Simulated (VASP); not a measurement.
# TaN (P-62m) in VASP: further runs

The runs below take TaN through electric field gradients, with PBE.

Program: VASP 6.6.1. These are calculated values, not measurements. Logs are shortened: lines on timing, memory, paths and dates and some standing lists are left out, and cuts for length are marked.

### 1 The cell of the first run

It takes space group P-62m (No. 189, hexagonal). The conventional cell has a = 5.179 Å, b = 5.179 Å, c = 2.901 Å, α = 90.00°, β = 90.00°, γ = 120.00°. Within 3.0 Å of Ta (site symmetry -6) lie 6 N at 2.16 Å and 5 Ta at 2.90 to 2.99 Å. Within 2.7 Å of Ta (site symmetry -62m) lie 3 N at 2.03 Å. N (site symmetry m2m) has 5 Ta at 2.03 to 2.16 Å and 6 N at 2.76 to 2.90 Å within 3.0 Å.

### 2 Electric field gradients, PBE (11.23 Å³/atom)

File INCAR:

```
  PREC = Accurate
  ENCUT = 520
  EDIFF = 1E-8
  ISMEAR = -1
  SIGMA = 0.01
  LREAL = F
  LASPH = T
  NELM = 80
  ALGO = Normal
  ISIF = 2
  LWAVE = F
  LCHARG = F
  GGA = PE
  LEFG = T
  NBANDS = 33
```

File KPOINTS:

```
regular mesh
0
Gamma
  6 6 9
```

File POSCAR:

```
TaN
1.0
    5.1786228078      0.0000000000      0.0000000000
   -2.5893114038      4.4848189081      0.0000000000
    0.0000000000      0.0000000000      2.9012641413
Ta N
3 3
Direct
    0.3333333333      0.6666666667      0.5000000000
    0.6666666667      0.3333333333      0.5000000000
    0.0000000000      0.0000000000      0.0000000000
    0.3928500000      0.0000000000      0.0000000000
    0.6071500000      0.6071500000      0.0000000000
    0.0000000000      0.3928500000      0.0000000000
```

Potentials or basis: VASP PAW PBE potentials, release 64 (Ta_pv, N).

Started as:

```
> cat potpaw_PBE.64/Ta_pv/POTCAR potpaw_PBE.64/N/POTCAR > POTCAR
> mpirun -np 1 vasp_std > vasp.out
```

OUTCAR:

```text
PREC = Accurate
   ENCUT = 520
   EDIFF = 1E-8
   ISMEAR = -1
   LREAL = F
   LASPH = T
   NELM = 80
   ISIF = 2
   GGA = PE

 ion  position               nearest neighbor table
   1  0.333  0.667  0.500-   4 2.16   4 2.16   6 2.16   6 2.16   5 2.16   5 2.16   2 2.99   2 2.99
                             2 2.99   3 3.32   3 3.32   3 3.32   3 3.32   3 3.32   3 3.32
   2  0.667  0.333  0.500-   6 2.16   6 2.16   4 2.16   4 2.16   5 2.16   5 2.16   1 2.99   1 2.99
                             1 2.99   3 3.32   3 3.32   3 3.32   3 3.32   3 3.32   3 3.32
   3  0.000  0.000  0.000-   6 2.03   5 2.03   4 2.03   2 3.32   1 3.32   1 3.32   2 3.32   1 3.32
                             1 3.32   2 3.32   2 3.32   2 3.32   2 3.32   1 3.32   1 3.32
   4  0.393  0.000  0.000-   3 2.03   1 2.16   1 2.16   2 2.16   2 2.16
   5  0.607  0.607  0.000-   3 2.03   2 2.16   2 2.16   1 2.16   1 2.16
   6  0.000  0.393  0.000-   3 2.03   2 2.16   2 2.16   1 2.16   1 2.16

  LATTYP: Found a hexagonal cell.
 ALAT       =     5.1786228078
 C/A-ratio  =     0.5602385516

  Lattice vectors:

 A1 = (   5.1786228078,   0.0000000000,   0.0000000000)
 A2 = (  -2.5893114038,   4.4848189081,   0.0000000000)
 A3 = (   0.0000000000,   0.0000000000,   2.9012641413)

Analysis of symmetry for initial positions (statically):
=====================================================================
 Subroutine PRICEL returns:
 Original cell was already a primitive cell.

 Routine SETGRP: Setting up the symmetry group for a
 hexagonal supercell.

 Subroutine GETGRP returns: Found 12 space group operations
 (whereof 12 operations were pure point group operations)
 out of a pool of 24 trial point group operations.

The static configuration has the point symmetry D_3h.

Analysis of symmetry for dynamics (positions and initial velocities):
=====================================================================
 Subroutine PRICEL returns:
 Original cell was already a primitive cell.

 Routine SETGRP: Setting up the symmetry group for a
 hexagonal supercell.

 Subroutine GETGRP returns: Found 12 space group operations
 (whereof 12 operations were pure point group operations)
 out of a pool of 24 trial point group operations.

The dynamic configuration has the point symmetry D_3h.

 Subroutine INISYM returns: Found 12 space group operations
 (whereof 12 operations are pure point group operations),
 and found     1 'primitive' translations

----------------------------------------------------------------------------------------

                                     Primitive cell

  volume of cell :      67.3824

  direct lattice vectors                    reciprocal lattice vectors
     5.178622808  0.000000000  0.000000000     0.193101532  0.111487222  0.000000000
    -2.589311404  4.484818908  0.000000000     0.000000000  0.222974443  0.000000000
     0.000000000  0.000000000  2.901264141     0.000000000  0.000000000  0.344677338

  length of vectors
     5.178622808  5.178622808  2.901264141     0.222974443  0.222974443  0.344677338

  position of ions in fractional coordinates (direct lattice)
     0.333333333  0.666666667  0.500000000
     0.666666667  0.333333333  0.500000000
     0.000000000  0.000000000  0.000000000
     0.392850000  0.000000000  0.000000000
     0.607150000  0.607150000  0.000000000
     1.000000000  0.392850000  0.000000000

  ion indices of the primitive-cell ions
   primitive index   ion index
                 1           1
                 2           2
                 3           3
                 4           4
                 5           5
                 6           6

----------------------------------------------------------------------------------------

 KPOINTS: regular mesh

Automatic generation of k-mesh.
 Grid dimensions read from file:
 generate k-points for:    6    6    9

 Generating k-lattice:

  Cartesian coordinates                     Fractional coordinates (reciprocal lattice)
     0.032183589  0.018581204  0.000000000     0.166666667  0.000000000  0.000000000
     0.000000000  0.037162407  0.000000000     0.000000000  0.166666667  0.000000000
     0.000000000  0.000000000  0.038297482     0.000000000  0.000000000  0.111111111

  Length of vectors
     0.037162407  0.037162407  0.038297482

  Shift w.r.t. Gamma in fractional coordinates (k-lattice)
     0.000000000  0.000000000  0.000000000

 Subroutine IBZKPT returns following result:
 ===========================================

 Found     35 irreducible k-points:

 Following reciprocal coordinates:
            Coordinates               Weight
  0.000000  0.000000  0.000000      1.000000
  0.166667 -0.000000  0.000000      6.000000
  0.333333 -0.000000  0.000000      6.000000
  0.500000 -0.000000  0.000000      3.000000
  0.166667  0.166667  0.000000      6.000000
  0.333333  0.166667  0.000000     12.000000
[... 16 lines left out ...]
  0.166667 -0.000000  0.333333     12.000000
  0.333333 -0.000000  0.333333     12.000000
 [... further k-points ...]
   k-points           NKPTS =     35   k-points in BZ     NKDIM =     35   number of bands    NBANDS=     33
   number of dos      NEDOS =    301   number of ions     NIONS =      6
   total plane-waves  NPLWV =  38400
   dimension x,y,z NGX =    40 NGY =   40 NGZ =   24
   dimension x,y,z NGXF=    80 NGYF=   80 NGZF=   48
   ions per type =               3   3
   NGX,Y,Z   is equivalent  to a cutoff of  12.84, 12.84, 13.75 a.u.
   NGXF,Y,Z  is equivalent  to a cutoff of  25.68, 25.68, 27.50 a.u.
 SYSTEM =  unknown system
   PREC   = accura    normal or accurate (medium, high low for compatibility)
   ISTART =      0    job   : 0-new  1-cont  2-samecut
   ICHARG =      2    charge: 1-file 2-atom 10-const
   ISPIN  =      1    spin polarized calculation?
   LNONCOLLINEAR =      F non collinear calculations
   LSORBIT =      F    spin-orbit coupling
   LASPH  =      T    aspherical Exc in radial PAW
   ENCUT  =  520.0 eV  38.22 Ry    6.18 a.u.   9.63  9.63  5.39*2*pi/ulx,y,z
   NELM   =     80;   NELMIN=  2; NELMDL= -5     # of ELM steps
   EDIFF  = 0.1E-07   stopping-criterion for ELM
   LREAL  =      F    real-space projection
   EDIFFG = 0.1E-06   stopping-criterion for IOM
   NSW    =      0    number of steps for IOM
   IBRION =     -1    ionic relax: 0-MD 1-quasi-New 2-CG
   NFREE  =      0    steps in history (QN), initial steepest desc. (CG)
   ISIF   =      2    stress and relaxation
   ISYM   =      2    0-nonsym 1-usesym 2-fastsym
   POTIM  = 0.5000    time-step for ionic-motion
   TEBEG  =    0.0;   TEEND  =   0.0 temperature during run
   PSTRESS=    0.0 pullay stress
   NELECT =      48.0000    total number of electrons
   NUPDOWN=      -1.0000    fix difference up-down
   EMIN   =  10.00;   EMAX   =-10.00  energy-range for DOS
   EFERMI =   0.00;   METHOD = LEGACY
   ISMEAR =    -1;   SIGMA  =   0.01  broadening in eV -4-tet -1-fermi 0-gaus
   EFERMI_NEDOS =   21; number of points for ismear=-14 and -15
   IALGO  =     38    algorithm
   IMIX   =      4    mixing-type and parameters
     AMIX     =   0.40;   BMIX     =  1.00
     AMIX_MAG =   1.60;   BMIX_MAG =  1.00
  volume/ion in A,a.u.               =      11.23        75.79
  Fermi-wavevector in a.u.,A,eV,Ry     =   1.462087  2.762943 29.085136  2.137697
  Thomas-Fermi vector in A             =   2.578342
   LORBIT       =      0    0 simple, 1 ext, 2 COOP (PROOUT), +10 PAW based schemes
   GGA     = PE    functional components
   LHFCALC =     F    Hartree Fock is set to
   AEXX    =    0.0000 exact exchange contribution
   IVDW    =     0    specifies the selected vdW correction
   LEPSILON=     F    determine dielectric tensor
   LRPA    =     F    only Hartree local field effects (RPA)
 non-spin polarized calculation
  energy-cutoff  :      520.00
  volume of cell :       67.38
 maximum number of plane-waves:      1842
 NGX is ok and might be reduce to    40
   NGX = 19   NGY = 19   NGZ = 11

 number of electron      48.0000001 magnetization

 Free energy of the ion-electron system (eV)
  ---------------------------------------------------
  ext. energy  EPLUGINS =         0.00000000
  ---------------------------------------------------
  free energy    TOTEN  =       -67.43324175 eV

  energy without entropy =      -67.43253175  energy(sigma->0) =      -67.43288675

 E-fermi :   8.4279     XC(G=0): -13.0595

 val. band max:        8.4263168713   @ k =   0.0000   0.0000   0.2222
 cond. band min:       8.4455096481   @ k =   0.1667  -0.0000   0.2222
 fundamental gap:      0.0191927769
 Fermi energy:         8.4278651630

 k-point     1 :       0.0000    0.0000    0.0000
  band No.  band energies     occupation
      1     -27.7968      2.00000
      2     -27.7968      2.00000
      3     -27.4341      2.00000
      4     -27.4341      2.00000
      5     -27.2525      2.00000
      6     -27.1412      2.00000
[... 25 lines left out ...]
     32      11.6790      0.00000
     33      11.6790      0.00000

 k-point     2 :       0.1667   -0.0000    0.0000
  band No.  band energies     occupation
      1     -27.8204      2.00000
      2     -27.7896      2.00000
      3     -27.4144      2.00000
      4     -27.4032      2.00000
      5     -27.2455      2.00000
      6     -27.1476      2.00000
[... 25 lines left out ...]
     32      11.6172      0.00000
     33      11.8858      0.00000
[... 754 lines left out ...]
     32      11.9679      0.00000
     33      13.1412      0.00000

 k-point    24 :       0.3333   -0.0000    0.3333
  band No.  band energies     occupation
      1     -27.9016      2.00000
      2     -27.7827      2.00000
      3     -27.7160      2.00000
      4     -27.6232      2.00000
      5     -27.3564      2.00000
      6     -27.2601      2.00000
[... 25 lines left out ...]
     32      12.2068      0.00000
     33      13.5872      0.00000

 [... further k-points ...]

------------------------ aborting loop because EDIFF is reached ----------------------------------------

  FORCE on cell =-STRESS in cart. coord.  units (eV):
  Direction    XX          YY          ZZ          XY          YZ          ZX
  --------------------------------------------------------------------------------------
  -------------------------------------------------------------------------------------
  Total        3.8635747      3.8635747      3.8052144      0.0000000      0.0000000      0.0000000
  in kB       91.8657091     91.8657091     90.4780541      0.0000000      0.0000000      0.0000000
  external PRESSURE =      91.4031574 kB  Pullay stress =       0.0000000 kB

 VOLUME and BASIS-vectors are now :
 -----------------------------------------------------------------------------
  energy-cutoff  :      520.00
  volume of cell :       67.38
      direct lattice vectors                 reciprocal lattice vectors
     5.178622808  0.000000000  0.000000000     0.193101532  0.111487222  0.000000000
    -2.589311404  4.484818908  0.000000000     0.000000000  0.222974443  0.000000000
     0.000000000  0.000000000  2.901264141     0.000000000  0.000000000  0.344677338

 POSITION                                       TOTAL-FORCE (eV/Angst)
 -----------------------------------------------------------------------------------
     -0.00000      2.98988      1.45063         0.000000      0.000000      0.000000
      2.58931      1.49494      1.45063        -0.000000      0.000000      0.000000
      0.00000      0.00000      0.00000         0.000000      0.000000      0.000000
      2.03442      0.00000      0.00000         0.102479      0.000000      0.000000
      1.57210      2.72296      0.00000        -0.051239     -0.088749     -0.000000
     -1.01721      1.76186      0.00000        -0.051239      0.088749      0.000000
 -----------------------------------------------------------------------------------
    total drift:                               -0.000002     -0.000003      0.000000

  FREE ENERGIE OF THE ION-ELECTRON SYSTEM (eV)
  ---------------------------------------------------
  free  energy   TOTEN  =       -67.4332417524 eV

  energy  without entropy=      -67.4325317527  energy(sigma->0) =      -67.43288675

 Electric field gradients (V/A^2)
---------------------------------------------------------------------
 ion       V_xx      V_yy      V_zz      V_xy      V_xz      V_yz
---------------------------------------------------------------------
   1     101.005   101.006  -202.012     0.000     0.000    -0.000
   2     101.006   101.006  -202.012     0.000     0.000    -0.000
   3     -89.568   -89.569   179.138    -0.001     0.000     0.000
   4     -14.141     4.793     9.348    -0.001    -0.000     0.000
   5       0.060    -9.408     9.348    -8.199     0.000    -0.000
   6       0.060    -9.408     9.348     8.198    -0.000    -0.000
---------------------------------------------------------------------

 Electric field gradients after diagonalization (V/A^2)
 (convention: |V_zz| > |V_xx| > |V_yy|)
----------------------------------------------------------------------
 ion       V_xx      V_yy      V_zz     asymmetry (V_yy - V_xx)/ V_zz
----------------------------------------------------------------------
   1     101.006   101.005  -202.012       0.000
   2     101.006   101.005  -202.012       0.000
   3     -89.570   -89.568   179.138       0.000
   4       9.348     4.793   -14.141       0.322
   5       9.348     4.794   -14.142       0.322
   6       9.348     4.793   -14.141       0.322
----------------------------------------------------------------------

           NMR quadrupolar parameters

 Cq : quadrupolar parameter    Cq=e*Q*V_zz/h
 eta: asymmetry parameters     (V_yy - V_xx)/ V_zz
 Q  : nuclear electric quadrupole moment in mb (millibarn)
----------------------------------------------------------------------
 ion       Cq(MHz)       eta       Q (mb)
----------------------------------------------------------------------
   1      -0.488       0.000       1.000
   2      -0.488       0.000       1.000
   3       0.433       0.000       1.000
   4      -0.034       0.322       1.000
   5      -0.034       0.322       1.000
   6      -0.034       0.322       1.000
----------------------------------------------------------------------
```

Run time: 1.8 min. Hardware: 1 thread of Intel Xeon 8259CL, shared host; peak memory 0.22 GiB.

What came out:

- Free energy: -67.4332 eV
- Pressure: 9.1 GPa
- Largest force: 0.102 eV/Å
- Band gap on the k mesh: zero (bands 24 and 25 overlap by 3.10 eV)
- Largest electric field gradient by atom: Ta -202.0, +179.1 (each value once); N -14.1 V/Å²

Forces in eV/Å, atoms in the order of the input:
```
Ta   0.000  0.000  0.000
Ta   0.000  0.000  0.000
Ta   0.000  0.000  0.000
N    0.102  0.000  0.000
N   -0.051 -0.089  0.000
N   -0.051  0.089  0.000
```

Levels at points of the mesh, in eV from the Fermi level:
```csv
k point,band 22,band 23,band 24,band 25,band 26,band 27
"(0.00, 0.00, 0.00)",-3.33,-1.90,-0.91,-0.91,0.62,0.62
"(0.50, 0.00, 0.00)",-3.90,-2.84,-2.64,1.25,1.86,1.97
```

Electric field gradients, principal values (V/Å²):
```
atom    least   middle  greatest (by size)
1 Ta  101.005  101.006            -202.012
2 Ta  101.005  101.006            -202.012
3 Ta  -89.568  -89.570             179.138
 4 N    4.793    9.348             -14.141
 5 N    4.794    9.348             -14.142
 6 N    4.793    9.348             -14.141
```

Caveat: the cell stands under pressure; without QUAD_EFG the Cq values of the log hold for a quadrupole moment of 1 mb, not for the nuclei; spin-orbit coupling is left out, which moves the levels of the heavy elements.

(Part 1 of 3 ends here.)
